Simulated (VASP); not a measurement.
# ZnCu2 (Cu (111), 3 layers) in VASP: a series of runs

The runs below take ZnCu2 (Cu (111), 3 layers) through single point, with LDA.

Program: VASP 6.6.1. These are calculated values, not measurements. Logs are shortened: lines on timing, memory, paths and dates and some standing lists are left out, and cuts for length are marked.

## 1. The cell of the first run

The cell holds a slab with vacuum, 3 atoms: a = 2.487 Å, b = 2.487 Å, c = 20.062 Å, α = 90.00°, β = 90.00°, γ = 120.00°.

## 2. Single point, LDA

The input, INCAR:

```
ALGO     = Normal         # electronic algorithm
DIPOL    = 0.5 0.5 0.500
EDIFF    = 1E-6           # SCF threshold, eV
ENCUT    = 520            # plane-wave cutoff, eV
GGA      = CA             # functional
IDIPOL   = 3            
ISIF     = 2              # what is computed and relaxed
ISMEAR   = -1             # smearing method
LASPH    = T              # aspherical terms in the spheres
LCHARG   = T              # write CHGCAR
LDIPOL   = T            
LELF     = T              # ELF
LREAL    = F              # projectors in reciprocal space
LVACPOTAV= T            
LVHAR    = T            
LWAVE    = F              # write WAVECAR
NBANDS   = 24             # bands
NELM     = 60             # most SCF steps
PREC     = Accurate       # precision mode
SIGMA    = 0.05           # smearing width, eV
```

The input, KPOINTS:

```
k-points
0
Gamma
  17 17 1
```

The input, POSCAR:

```
ZnCu2
1.0
    2.4873748555      0.0000000000      0.0000000000
   -1.2436874278      2.1541298136      0.0000000000
    0.0000000000      0.0000000000     20.0619000000
Cu Zn
2 1
Direct
    0.1666666667      0.3333333333      0.4002530736
    0.8333333333      0.6666666667      0.5997469141
    0.5000000000      1.0000000000      0.5000000120
```

Potentials or basis: VASP PAW LDA potentials, release 64 (Cu, Zn).

Run with:

```
cat potpaw_LDA.64/Cu/POTCAR potpaw_LDA.64/Zn/POTCAR > POTCAR
mpirun -np 1 vasp_std > vasp.out
```

OUTCAR:

```text
EDIFF = 1E-6
   ENCUT = 520
   GGA = CA
   ISIF = 2
   ISMEAR = -1
   LASPH = T
   LREAL = F
   NELM = 60
   PREC = Accurate

 ion  position               nearest neighbor table
   1  0.167  0.333  0.400-   3 2.46   3 2.46   3 2.46
   2  0.833  0.667  0.600-   3 2.46   3 2.46   3 2.46
   3  0.500  0.000  0.500-   2 2.46   2 2.46   2 2.46   1 2.46   1 2.46   1 2.46

  LATTYP: Found a hexagonal cell.
 ALAT       =     2.4873748555
 C/A-ratio  =     8.0654911967

  Lattice vectors:

 A1 = (   2.4873748555,   0.0000000000,   0.0000000000)
 A2 = (  -1.2436874278,   2.1541298136,   0.0000000000)
 A3 = (   0.0000000000,   0.0000000000,  20.0619000000)

Analysis of symmetry for initial positions (statically):
=====================================================================
 Subroutine PRICEL returns:
 Original cell was already a primitive cell.

 Routine SETGRP: Setting up the symmetry group for a
 hexagonal supercell.

 Subroutine GETGRP returns: Found 12 space group operations
 (whereof  4 operations were pure point group operations)
 out of a pool of 24 trial point group operations.

The static configuration has the point symmetry C_2h.
 The point group associated with its full space group is D_3d.

Analysis of symmetry for dynamics (positions and initial velocities):
=====================================================================
 Subroutine PRICEL returns:
 Original cell was already a primitive cell.

 Routine SETGRP: Setting up the symmetry group for a
 hexagonal supercell.

 Subroutine GETGRP returns: Found 12 space group operations
 (whereof  4 operations were pure point group operations)
 out of a pool of 24 trial point group operations.

The dynamic configuration has the point symmetry C_2h.
 The point group associated with its full space group is D_3d.

 Subroutine INISYM returns: Found 12 space group operations
 (whereof  4 operations are pure point group operations),
 and found     1 'primitive' translations

----------------------------------------------------------------------------------------

                                     Primitive cell

  volume of cell :     107.4942

  direct lattice vectors                    reciprocal lattice vectors
     2.487374856  0.000000000  0.000000000     0.402030276  0.232112288  0.000000000
    -1.243687428  2.154129814  0.000000000     0.000000000  0.464224576  0.000000000
     0.000000000  0.000000000 20.061900000     0.000000000  0.000000000  0.049845727

  length of vectors
     2.487374856  2.487374856 20.061900000     0.464224576  0.464224576  0.049845727

  position of ions in fractional coordinates (direct lattice)
     0.166666667  0.333333333  0.400253074
     0.833333333  0.666666667  0.599746914
     0.500000000  0.000000000  0.500000012

  ion indices of the primitive-cell ions
   primitive index   ion index
                 1           1
                 2           2
                 3           3

----------------------------------------------------------------------------------------

 KPOINTS: k-points

Automatic generation of k-mesh.
 Grid dimensions read from file:
 generate k-points for:   17   17    1

 Generating k-lattice:

  Cartesian coordinates                     Fractional coordinates (reciprocal lattice)
     0.023648840  0.013653664  0.000000000     0.058823529 -0.000000000  0.000000000
     0.000000000  0.027307328  0.000000000     0.000000000  0.058823529  0.000000000
     0.000000000  0.000000000  0.049845727     0.000000000  0.000000000  1.000000000

  Length of vectors
     0.027307328  0.027307328  0.049845727

  Shift w.r.t. Gamma in fractional coordinates (k-lattice)
     0.000000000  0.000000000  0.000000000

 Subroutine IBZKPT returns following result:
 ===========================================

 Found     33 irreducible k-points:

 Following reciprocal coordinates:
            Coordinates               Weight
  0.000000  0.000000  0.000000      1.000000
  0.058824  0.000000  0.000000      6.000000
  0.117647 -0.000000  0.000000      6.000000
  0.176471  0.000000  0.000000      6.000000
  0.235294 -0.000000  0.000000      6.000000
  0.294118 -0.000000  0.000000      6.000000
[... 16 lines left out ...]
  0.411765  0.117647  0.000000     12.000000
  0.176471  0.176471  0.000000      6.000000
 [... further k-points ...]
   k-points           NKPTS =     33   k-points in BZ     NKDIM =     33   number of bands    NBANDS=     24
   number of dos      NEDOS =    301   number of ions     NIONS =      3
   total plane-waves  NPLWV =  48600
   dimension x,y,z NGX =    18 NGY =   18 NGZ =  150
   dimension x,y,z NGXF=    36 NGYF=   36 NGZF=  300
   ions per type =               2   1
   NGX,Y,Z   is equivalent  to a cutoff of  12.03, 12.03, 12.43 a.u.
   NGXF,Y,Z  is equivalent  to a cutoff of  24.06, 24.06, 24.86 a.u.
 SYSTEM =  unknown system
   PREC   = accura    normal or accurate (medium, high low for compatibility)
   ISTART =      0    job   : 0-new  1-cont  2-samecut
   ICHARG =      2    charge: 1-file 2-atom 10-const
   ISPIN  =      1    spin polarized calculation?
   LNONCOLLINEAR =      F non collinear calculations
   LSORBIT =      F    spin-orbit coupling
   LASPH  =      T    aspherical Exc in radial PAW
   ENCUT  =  520.0 eV  38.22 Ry    6.18 a.u.   4.62  4.62 37.30*2*pi/ulx,y,z
   NELM   =     60;   NELMIN=  2; NELMDL= -5     # of ELM steps
   EDIFF  = 0.1E-05   stopping-criterion for ELM
   LREAL  =      F    real-space projection
   EDIFFG = 0.1E-04   stopping-criterion for IOM
   NSW    =      0    number of steps for IOM
   IBRION =     -1    ionic relax: 0-MD 1-quasi-New 2-CG
   NFREE  =      0    steps in history (QN), initial steepest desc. (CG)
   ISIF   =      2    stress and relaxation
   ISYM   =      2    0-nonsym 1-usesym 2-fastsym
   POTIM  = 0.5000    time-step for ionic-motion
   TEBEG  =    0.0;   TEEND  =   0.0 temperature during run
   PSTRESS=    0.0 pullay stress
   NELECT =      34.0000    total number of electrons
   NUPDOWN=      -1.0000    fix difference up-down
   EMIN   =  10.00;   EMAX   =-10.00  energy-range for DOS
   EFERMI =   0.00;   METHOD = LEGACY
   ISMEAR =    -1;   SIGMA  =   0.05  broadening in eV -4-tet -1-fermi 0-gaus
   EFERMI_NEDOS =   21; number of points for ismear=-14 and -15
   IALGO  =     38    algorithm
   IMIX   =      4    mixing-type and parameters
     AMIX     =   0.40;   BMIX     =  1.00
     AMIX_MAG =   1.60;   BMIX_MAG =  1.00
  volume/ion in A,a.u.               =      35.83       241.80
  Fermi-wavevector in a.u.,A,eV,Ry     =   1.115423  2.107843 16.927925  1.244167
  Thomas-Fermi vector in A             =   2.252027
   LORBIT       =      0    0 simple, 1 ext, 2 COOP (PROOUT), +10 PAW based schemes
   GGA     = CA    functional components
   LHFCALC =     F    Hartree Fock is set to
   AEXX    =    0.0000 exact exchange contribution
   IVDW    =     0    specifies the selected vdW correction
   LEPSILON=     F    determine dielectric tensor
   LRPA    =     F    only Hartree local field effects (RPA)
 non-spin polarized calculation
  energy-cutoff  :      520.00
  volume of cell :      107.49
 maximum number of plane-waves:      2924
   NGX =  9   NGY =  9   NGZ = 75

 number of electron      33.9999996 magnetization

 dipolmoment           0.000000      0.000000      0.000002 electrons x Angstroem

 Free energy of the ion-electron system (eV)
  ---------------------------------------------------
  ext. energy  EPLUGINS =         0.00000000
  ---------------------------------------------------
  free energy    TOTEN  =       -10.07185850 eV

  energy without entropy =      -10.05686684  energy(sigma->0) =      -10.06436267

 E-fermi :  -1.3401     XC(G=0):  -5.1081

 val. band max:       -1.3495250693   @ k =   0.0588   0.0588   0.0000
 cond. band min:      -1.3365569497   @ k =   0.2353   0.2353   0.0000
 fundamental gap:      0.0129681196
 Fermi energy:        -1.3400893077

 k-point     1 :       0.0000    0.0000    0.0000
  band No.  band energies     occupation
      1     -12.5673      2.00000
      2     -10.1715      2.00000
      3      -9.6316      2.00000
      4      -9.6316      2.00000
      5      -9.0213      2.00000
      6      -8.9183      2.00000
[... 16 lines left out ...]
     23       5.8799      0.00000
     24       5.8984      0.00000

 k-point     2 :       0.0588    0.0000    0.0000
  band No.  band energies     occupation
      1     -12.4506      2.00000
      2     -10.1375      2.00000
      3      -9.6534      2.00000
      4      -9.5973      2.00000
      5      -9.1908      2.00000
      6      -8.9256      2.00000
[... 16 lines left out ...]
     23       5.9871      0.00000
     24       6.0081      0.00000

 k-point     3 :       0.1176   -0.0000    0.0000
  band No.  band energies     occupation
      1     -12.1075      2.00000
      2     -10.0459      2.00000
      3      -9.7081      2.00000
      4      -9.4979      2.00000
      5      -9.3803      2.00000
      6      -8.9462      2.00000
[... 16 lines left out ...]
     23       6.3090      0.00000
     24       6.3369      0.00000

 k-point     4 :       0.1765    0.0000    0.0000
  band No.  band energies     occupation
      1     -11.5689      2.00000
      2      -9.9323      2.00000
      3      -9.7474      2.00000
      4      -9.5688      2.00000
      5      -9.3445      2.00000
      6      -8.9772      2.00000
[... 16 lines left out ...]
     23       6.8446      0.00000
     24       6.8837      0.00000

 k-point     5 :       0.2353   -0.0000    0.0000
  band No.  band energies     occupation
      1     -10.9563      2.00000
      2      -9.8241      2.00000
      3      -9.7535      2.00000
      4      -9.6432      2.00000
      5      -9.1563      2.00000
      6      -9.0124      2.00000
[... 451 lines left out ...]
 k-point    22 :       0.3529    0.1176    0.0000
  band No.  band energies     occupation
      1     -10.4872      2.00000
      2     -10.0943      2.00000
      3      -9.3973      2.00000
      4      -9.2273      2.00000
      5      -8.9511      2.00000
      6      -6.6538      2.00000
[... 16 lines left out ...]
     23       8.2365      0.00000
     24       8.6667      0.00000

 k-point    23 :       0.4118    0.1176    0.0000
  band No.  band energies     occupation
      1     -10.5319      2.00000
      2     -10.1309      2.00000
      3      -9.3566      2.00000
      4      -9.2500      2.00000
      5      -8.8336      2.00000
      6      -6.0309      2.00000
[... 16 lines left out ...]
     23       8.2880      0.00000
     24       8.5786      0.00000

 k-point    24 :       0.1765    0.1765    0.0000
  band No.  band energies     occupation
      1     -10.1123      2.00000
      2     -10.0184      2.00000
      3      -9.8791      2.00000
      4      -9.5835      2.00000
      5      -9.1488      2.00000
      6      -8.3908      2.00000
[... 16 lines left out ...]
     23       7.9699      0.00000
     24       8.1053      0.00000

 [... further k-points ...]
[... 5 lines left out ...]
  --------------------------------------------------------------------------------------
  -------------------------------------------------------------------------------------
  Total        1.3106845      1.3106845      1.8542487     -0.0000000     -0.0000000     -0.0000000
  in kB       19.5354562     19.5354562     27.6371594     -0.0000000     -0.0000000     -0.0000000
  external PRESSURE =      22.2360240 kB  Pullay stress =       0.0000000 kB

 VOLUME and BASIS-vectors are now :
 -----------------------------------------------------------------------------
  energy-cutoff  :      520.00
  volume of cell :      107.49
      direct lattice vectors                 reciprocal lattice vectors
     2.487374856  0.000000000  0.000000000     0.402030276  0.232112288  0.000000000
    -1.243687428  2.154129814  0.000000000     0.000000000  0.464224576  0.000000000
     0.000000000  0.000000000 20.061900000     0.000000000  0.000000000  0.049845727

 POSITION                                       TOTAL-FORCE (eV/Angst)
 -----------------------------------------------------------------------------------
      0.00000      0.71804      8.02984         0.000000      0.000000     -0.468754
      1.24369      1.43609     12.03206        -0.000000     -0.000000      0.468754
      1.24369      0.00000     10.03095        -0.000000      0.000000      0.000000
 -----------------------------------------------------------------------------------
    total drift:                               -0.000000     -0.000000      0.000406

  FREE ENERGIE OF THE ION-ELECTRON SYSTEM (eV)
  ---------------------------------------------------
  free  energy   TOTEN  =       -10.0718584969 eV

  energy  without entropy=      -10.0568668414  energy(sigma->0) =      -10.06436267

 vacuum level on the upper side and lower side of the slab         3.911         3.911
```

Wall time 48 s (1 thread of Intel Xeon 6975P-C (Granite Rapids), shared host); peak memory 0.22 GiB.

Results:

```
Free energy            : -10.0719 eV
Largest force          : 0.469 eV/Å
Band gap on the k mesh : zero (band 17 reaches 1.39 eV, above the bottom of band 18 at -3.42 eV)
```

Forces in eV/Å, atoms in the order of the input:
```
Cu   0.000  0.000 -0.469
Cu   0.000  0.000  0.469
Zn   0.000  0.000  0.000
```

## 3. Single point, LDA

The input, INCAR:

```
ALGO     = Normal         # electronic algorithm
DIPOL    = 0.5 0.5 0.500
EDIFF    = 1E-7           # SCF threshold, eV
ENCUT    = 520            # plane-wave cutoff, eV
IDIPOL   = 3            
ISIF     = 2              # what is computed and relaxed
ISMEAR   = -1             # smearing method
LASPH    = True           # aspherical terms in the spheres
LCHARG   = True           # write CHGCAR
LDIPOL   = True         
LELF     = True           # ELF
LREAL    = False          # projectors in reciprocal space
LVACPOTAV= True         
LVHAR    = True         
LWAVE    = False          # write WAVECAR
NBANDS   = 24             # bands
NELM     = 60             # most SCF steps
PREC     = Accurate       # precision mode
SIGMA    = 0.05           # smearing width, eV
```

KPOINTS is that of step 2.

POSCAR is that of step 2.

Potentials or basis: VASP PAW LDA potentials, release 64 (Cu, Zn).

Run with:

```
cat potpaw_LDA.64/Cu/POTCAR potpaw_LDA.64/Zn/POTCAR > POTCAR
mpirun -np 1 vasp_std > vasp.out
```

Wall time 58 s (1 thread of Intel Xeon 6975P-C (Granite Rapids), shared host); peak memory 0.22 GiB.

Results (log left out):

```yaml
Free_energy: -10.0719 eV
Largest_force: 0.469 eV/Å
Band_gap_on_the_k_mesh: zero (band 17 reaches 1.39 eV, above the bottom of band 18 at -3.42 eV)
```

Forces on the atoms (eV/Å):
```
Cu   0.000  0.000 -0.469
Cu   0.000  0.000  0.469
Zn   0.000  0.000  0.000
```

Levels at points of the mesh, in eV from the Fermi level:
```
           k point  band 14  band 15  band 16  band 17  band 18  band 19  band 20  band 21
(0.00, 0.00, 0.00)    -2.20    -2.20    -2.17    -2.17    -2.08    -0.69     4.32     5.09
```
